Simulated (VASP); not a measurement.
# VBiO4 (I4_1/amd) in VASP: relaxation of cell and atoms with PBE

Aim: the relaxation of cell and atoms of VBiO4 with PBE.

Program: VASP 6.6.1. These are calculated values, not measurements. Logs are shortened: lines on timing, memory, paths and dates and some standing lists are left out, and cuts for length are marked.

## (1) The cell of the first run

The structure is tetragonal, space group I4_1/amd (No. 141). The conventional cell has a = 7.303 Å, b = 7.303 Å, c = 6.584 Å, α = 90.00°, β = 90.00°, γ = 90.00°. V (site symmetry -4m2) has 4 O at 1.70 Å within 2.3 Å. Within 3.3 Å of Bi (site symmetry -4m2) lie 8 O at 2.41 to 2.55 Å and 2 V at 3.29 Å. Within 2.3 Å of O (site symmetry m) lie 1 V at 1.70 Å.

## (2) Relaxation of cell and atoms, PBE

INCAR reads:

```
PREC = Accurate ; ENCUT = 600
EDIFF = 1E-6 ; ISMEAR = 0
SIGMA = 0.1 ; LREAL = False
LASPH = True ; NELM = 60
ALGO = Normal ; ISIF = 3
LWAVE = False ; LCHARG = False
GGA = PE ; IBRION = 2
NSW = 90 ; EDIFFG = -0.04
```

KPOINTS reads:

```
regular mesh
0
Gamma
  4 4 4
```

POSCAR reads:

```
VBiO4
1.0
   -3.6515000000      3.6515000000      3.2920000000
    3.6515000000     -3.6515000000      3.2920000000
    3.6515000000      3.6515000000     -3.2920000000
V Bi O
2 2 8
Direct
    0.5000000000      0.5000000000      0.0000000000
    0.2500000000      0.7500000000      0.5000000000
    0.7500000000      0.2500000000      0.5000000000
    0.0000000000      0.0000000000      0.0000000000
    0.1550000000      0.3330000000      0.8220000000
    0.0830000000      0.7610000000      0.6780000000
    0.5110000000      0.3330000000      0.1780000000
    0.0830000000      0.4050000000      0.3220000000
    0.5950000000      0.9170000000      0.6780000000
    0.6670000000      0.8450000000      0.1780000000
    0.2390000000      0.9170000000      0.3220000000
    0.6670000000      0.4890000000      0.8220000000
```

Potentials or basis: VASP PAW PBE potentials, release 64 (V_sv, Bi_d, O).

Command:

```
cat potpaw_PBE.64/V_sv/POTCAR potpaw_PBE.64/Bi_d/POTCAR potpaw_PBE.64/O/POTCAR > POTCAR
mpirun -np 1 vasp_std > vasp.out
```

OUTCAR:

```text
PREC = Accurate
   ENCUT = 600
   EDIFF = 1E-6
   ISMEAR = 0
   LREAL = False
   LASPH = True
   NELM = 60
   ISIF = 3
   GGA = PE
   IBRION = 2
   NSW = 90
   EDIFFG = -0.04

 ion  position               nearest neighbor table
   1  0.500  0.500  0.000-   5 1.70  10 1.70   7 1.70  12 1.70   4 3.29   4 3.29
   2  0.250  0.750  0.500-   8 1.70   9 1.70   6 1.70  11 1.70   3 3.29   3 3.29
   3  0.750  0.250  0.500-   7 2.41  12 2.41  10 2.41   5 2.41   8 2.55   9 2.55   6 2.55  11 2.55
                             2 3.29   2 3.29
   4  0.000  0.000  0.000-   6 2.41  11 2.41   9 2.41   8 2.41  10 2.55   5 2.55   7 2.55  12 2.55
                             1 3.29   1 3.29
   5  0.155  0.333  0.822-   1 1.70   3 2.41   4 2.55
   6  0.083  0.761  0.678-   2 1.70   4 2.41   3 2.55
   7  0.511  0.333  0.178-   1 1.70   3 2.41   4 2.55
   8  0.083  0.405  0.322-   2 1.70   4 2.41   3 2.55
   9  0.595  0.917  0.678-   2 1.70   4 2.41   3 2.55
  10  0.667  0.845  0.178-   1 1.70   3 2.41   4 2.55
  11  0.239  0.917  0.322-   2 1.70   4 2.41   3 2.55
  12  0.667  0.489  0.822-   1 1.70   3 2.41   4 2.55

  LATTYP: Found a body centered tetragonal cell.
 ALAT       =     7.3030000000
 C/A-ratio  =     0.9015473093

  Lattice vectors:

 A1 = (  -3.6515000000,   3.6515000000,   3.2920000000)
 A2 = (   3.6515000000,  -3.6515000000,   3.2920000000)
 A3 = (   3.6515000000,   3.6515000000,  -3.2920000000)

Analysis of symmetry for initial positions (statically):
=====================================================================
 Subroutine PRICEL returns:
 Original cell was already a primitive cell.

 Routine SETGRP: Setting up the symmetry group for a
 body centered tetragonal supercell.

 Subroutine GETGRP returns: Found 16 space group operations
 (whereof  8 operations were pure point group operations)
 out of a pool of 16 trial point group operations.

The static configuration has the point symmetry D_2d.
 The point group associated with its full space group is D_4h.

Analysis of symmetry for dynamics (positions and initial velocities):
=====================================================================
 Subroutine PRICEL returns:
 Original cell was already a primitive cell.

 Routine SETGRP: Setting up the symmetry group for a
 body centered tetragonal supercell.

 Subroutine GETGRP returns: Found 16 space group operations
 (whereof  8 operations were pure point group operations)
 out of a pool of 16 trial point group operations.

The dynamic configuration has the point symmetry D_2d.
 The point group associated with its full space group is D_4h.

 Subroutine INISYM returns: Found 16 space group operations
 (whereof  8 operations are pure point group operations),
 and found     1 'primitive' translations

----------------------------------------------------------------------------------------

                                     Primitive cell

  volume of cell :     175.5749

  direct lattice vectors                    reciprocal lattice vectors
    -3.651500000  3.651500000  3.292000000     0.000000000  0.136930029  0.151883354
     3.651500000 -3.651500000  3.292000000     0.136930029  0.000000000  0.151883354
     3.651500000  3.651500000 -3.292000000     0.136930029  0.136930029  0.000000000

  length of vectors
     6.124064704  6.124064704  6.124064704     0.204495442  0.204495442  0.193648304

  position of ions in fractional coordinates (direct lattice)
     0.500000000  0.500000000  0.000000000
     0.250000000  0.750000000  0.500000000
     0.750000000  0.250000000  0.500000000
     0.000000000  0.000000000  0.000000000
     0.155000000  0.333000000  0.822000000
     0.083000000  0.761000000  0.678000000
     0.511000000  0.333000000  0.178000000
     0.083000000  0.405000000  0.322000000
     0.595000000  0.917000000  0.678000000
     0.667000000  0.845000000  0.178000000
     0.239000000  0.917000000  0.322000000
     0.667000000  0.489000000  0.822000000

  ion indices of the primitive-cell ions
   primitive index   ion index
                 1           1
                 2           2
                 3           3
                 4           4
                 5           5
                 6           6
                 7           7
                 8           8
                 9           9
                10          10
                11          11
                12          12

----------------------------------------------------------------------------------------

 KPOINTS: regular mesh

Automatic generation of k-mesh.
 Grid dimensions read from file:
 generate k-points for:    4    4    4

 Generating k-lattice:

  Cartesian coordinates                     Fractional coordinates (reciprocal lattice)
     0.000000000  0.034232507  0.037970838     0.250000000  0.000000000  0.000000000
     0.034232507  0.000000000  0.037970838     0.000000000  0.250000000  0.000000000
     0.034232507  0.034232507  0.000000000     0.000000000  0.000000000  0.250000000

  Length of vectors
     0.051123861  0.051123861  0.048412076

  Shift w.r.t. Gamma in fractional coordinates (k-lattice)
     0.000000000  0.000000000  0.000000000

 Subroutine IBZKPT returns following result:
 ===========================================

 Found     13 irreducible k-points:

 Following reciprocal coordinates:
            Coordinates               Weight
  0.000000  0.000000  0.000000      1.000000
  0.250000  0.000000  0.000000      8.000000
  0.500000  0.000000  0.000000      4.000000
  0.250000  0.250000  0.000000      8.000000
  0.500000  0.250000  0.000000     16.000000
 -0.250000  0.250000  0.000000      4.000000
  0.500000  0.500000  0.000000      2.000000
  0.250000  0.250000  0.250000      2.000000
 -0.250000  0.250000  0.250000      4.000000
  0.500000  0.500000  0.250000      4.000000
 -0.250000  0.500000  0.250000      8.000000
 -0.250000 -0.250000  0.250000      2.000000
  0.500000  0.500000  0.500000      1.000000
   k-points           NKPTS =     13   k-points in BZ     NKDIM =     13   number of bands    NBANDS=     62
   number of dos      NEDOS =    301   number of ions     NIONS =     12
   total plane-waves  NPLWV = 125000
   dimension x,y,z NGX =    50 NGY =   50 NGZ =   50
   dimension x,y,z NGXF=   100 NGYF=  100 NGZF=  100
   ions per type =               2   2   8
   NGX,Y,Z   is equivalent  to a cutoff of  13.57, 13.57, 13.57 a.u.
   NGXF,Y,Z  is equivalent  to a cutoff of  27.15, 27.15, 27.15 a.u.
 SYSTEM =  unknown system
   PREC   = accura    normal or accurate (medium, high low for compatibility)
   ISTART =      0    job   : 0-new  1-cont  2-samecut
   ICHARG =      2    charge: 1-file 2-atom 10-const
   ISPIN  =      1    spin polarized calculation?
   LNONCOLLINEAR =      F non collinear calculations
   LSORBIT =      F    spin-orbit coupling
   LASPH  =      T    aspherical Exc in radial PAW
   ENCUT  =  600.0 eV  44.10 Ry    6.64 a.u.  12.23 12.23 12.23*2*pi/ulx,y,z
   NELM   =     60;   NELMIN=  2; NELMDL= -5     # of ELM steps
   EDIFF  = 0.1E-05   stopping-criterion for ELM
   LREAL  =      F    real-space projection
   EDIFFG = -.4E-01   stopping-criterion for IOM
   NSW    =     90    number of steps for IOM
   IBRION =      2    ionic relax: 0-MD 1-quasi-New 2-CG
   NFREE  =      1    steps in history (QN), initial steepest desc. (CG)
   ISIF   =      3    stress and relaxation
   ISYM   =      2    0-nonsym 1-usesym 2-fastsym
   POTIM  = 0.5000    time-step for ionic-motion
   TEBEG  =    0.0;   TEEND  =   0.0 temperature during run
   PSTRESS=    0.0 pullay stress
   NELECT =     104.0000    total number of electrons
   NUPDOWN=      -1.0000    fix difference up-down
   EMIN   =  10.00;   EMAX   =-10.00  energy-range for DOS
   EFERMI =   0.00;   METHOD = LEGACY
   ISMEAR =     0;   SIGMA  =   0.10  broadening in eV -4-tet -1-fermi 0-gaus
   EFERMI_NEDOS =   21; number of points for ismear=-14 and -15
   IALGO  =     38    algorithm
   IMIX   =      4    mixing-type and parameters
     AMIX     =   0.40;   BMIX     =  1.00
     AMIX_MAG =   1.60;   BMIX_MAG =  1.00
  volume/ion in A,a.u.               =      14.63        98.74
  Fermi-wavevector in a.u.,A,eV,Ry     =   1.374881  2.598149 25.719065  1.890298
  Thomas-Fermi vector in A             =   2.500267
   LORBIT       =      0    0 simple, 1 ext, 2 COOP (PROOUT), +10 PAW based schemes
   GGA     = PE    functional components
   LHFCALC =     F    Hartree Fock is set to
   AEXX    =    0.0000 exact exchange contribution
   IVDW    =     0    specifies the selected vdW correction
   LEPSILON=     F    determine dielectric tensor
   LRPA    =     F    only Hartree local field effects (RPA)
 conjugate gradient relaxation of ions
 non-spin polarized calculation
 Gauss-broadening in eV      SIGMA  =   0.10
  energy-cutoff  :      600.00
  volume of cell :      175.57
 maximum number of plane-waves:      5885
 NGX is ok and might be reduce to    50
   NGX = 25   NGY = 25   NGZ = 25

--------------------------------------- Ionic step        1  -------------------------------------------

 number of electron     104.0000026 magnetization

 Free energy of the ion-electron system (eV)
  ---------------------------------------------------
  ext. energy  EPLUGINS =         0.00000000
  ---------------------------------------------------
  free energy    TOTEN  =       -89.15385611 eV

  energy without entropy =      -89.15385611  energy(sigma->0) =      -89.15385611

------------------------ aborting loop because EDIFF is reached ----------------------------------------

  FORCE on cell =-STRESS in cart. coord.  units (eV):
  Direction    XX          YY          ZZ          XY          YZ          ZX
  --------------------------------------------------------------------------------------
  -------------------------------------------------------------------------------------
  Total        4.8590532      4.8590532      1.4813497      0.0000000      0.0000000      0.0000000
  in kB       44.3404205     44.3404205     13.5177916      0.0000000      0.0000000      0.0000000
  external PRESSURE =      34.0662109 kB  Pullay stress =       0.0000000 kB
[... 215 lines left out ...]
  energy  without entropy=      -89.3204963353  energy(sigma->0) =      -89.32049634

--------------------------------------- Ionic step        6  -------------------------------------------

 number of electron     103.9999984 magnetization

 Free energy of the ion-electron system (eV)
  ---------------------------------------------------
  ext. energy  EPLUGINS =         0.00000000
  ---------------------------------------------------
  free energy    TOTEN  =       -89.32298065 eV

  energy without entropy =      -89.32298065  energy(sigma->0) =      -89.32298065

 E-fermi :   3.3144     XC(G=0):  -9.9490

 val. band max:        2.7108588423   @ k =   0.5000   0.0000   0.0000
 cond. band min:       5.5423661501   @ k =   0.5000   0.0000   0.0000
 fundamental gap:      2.8315073078
 Fermi energy:         3.3143961963

 k-point     1 :       0.0000    0.0000    0.0000
  band No.  band energies     occupation
      1     -61.0256      2.00000
      2     -61.0253      2.00000
      3     -35.0661      2.00000
      4     -35.0661      2.00000
      5     -34.9276      2.00000
      6     -34.9276      2.00000
[... 873 lines left out ...]
  FREE ENERGIE OF THE ION-ELECTRON SYSTEM (eV)
  ---------------------------------------------------
  free  energy   TOTEN  =       -89.3229806472 eV

  energy  without entropy=      -89.3229806472  energy(sigma->0) =      -89.32298065

 reached required accuracy - stopping structural energy minimisation
```

Run time: 22 min. Hardware: 1 thread of Intel Xeon Platinum 8488C (Sapphire Rapids), shared host; peak memory 0.45 GiB.

What came out:

```
Free energy                           : -89.3230 eV
Relaxed volume                        : 14.72 Å³/atom
Relaxed cell                          : a = 6.144 Å, b = 6.144 Å, c = 6.144 Å, α = 106.18°, β = 106.18°, γ = 116.27°
Space group after relaxing (to 0.1 Å) : I4_1/amd (No. 141)
Energy gained by relaxing             : 14.1 meV/atom
Ionic steps                           : 6
Pressure after relaxing               : 0.3 GPa
Largest force after relaxing          : 0.028 eV/Å
Band gap on the k mesh                : 2.83 eV
```

Forces on the atoms (eV/Å):
```
V    0.000  0.000  0.000
V    0.000  0.000  0.000
Bi   0.000  0.000  0.000
Bi   0.000  0.000  0.000
O    0.000 -0.003 -0.028
O    0.003  0.000 -0.028
O    0.000  0.003 -0.028
O   -0.003  0.000 -0.028
O    0.000  0.003  0.028
O    0.003  0.000  0.028
O    0.000 -0.003  0.028
O   -0.003  0.000  0.028
```

Step by step:
| step | energy change (eV) | largest force (eV/Å) | pressure (GPa) | volume (Å³) |
| --- | --- | --- | --- | --- |
| 1 | 0.0000 | 1.2095 | 3.41 | 175.57 |
| 2 | 0.2512 | 1.6458 | -8.01 | 183.59 |
| 3 | -0.1334 | 0.0584 | -1.28 | 178.40 |
| 4 | -0.1661 | 0.0611 | 0.04 | 176.46 |
| 5 | -0.1666 | 0.0760 | 0.24 | 176.19 |
| 6 | -0.1691 | 0.0280 | 0.25 | 176.62 |

Final structure:
```
V Bi O
1.0
    -3.68952    3.68952    3.24360
     3.68952   -3.68952    3.24360
     3.68952    3.68952   -3.24360
V Bi O
2 2 8
Direct
  0.50000 0.50000 0.00000
  0.25000 0.75000 0.50000
  0.75000 0.25000 0.50000
  0.00000 0.00000 0.00000
  0.15000 0.33116 0.81883
  0.08116 0.76233 0.68117
  0.51233 0.33116 0.18117
  0.08116 0.40000 0.31883
  0.60000 0.91884 0.68117
  0.66884 0.85000 0.18117
  0.23767 0.91884 0.31883
  0.66884 0.48767 0.81883
```

Levels at points of the mesh, in eV from the valence-band top:
```tsv
k point	band 48	band 49	band 50	band 51	band 52	band 53	band 54	band 55	band 56	band 57
(0.00, 0.00, 0.00)	-0.70	-0.58	-0.44	-0.44	-0.19	3.20	3.71	3.75	3.85	4.10
(0.50, 0.00, 0.00)	-0.87	-0.72	-0.56	-0.32	0.00	2.83	3.32	3.43	3.59	4.26
(0.50, 0.50, 0.00)	-0.98	-0.51	-0.51	-0.39	-0.39	3.36	3.36	3.65	3.65	4.13
(0.50, 0.50, 0.50)	-0.82	-0.70	-0.70	-0.60	-0.60	3.55	3.55	3.66	3.66	3.72
```

Caveat: spin-orbit coupling is left out, which moves the levels of the heavy elements. A hybrid or GW would open this gap; PBE tends to underestimate it.
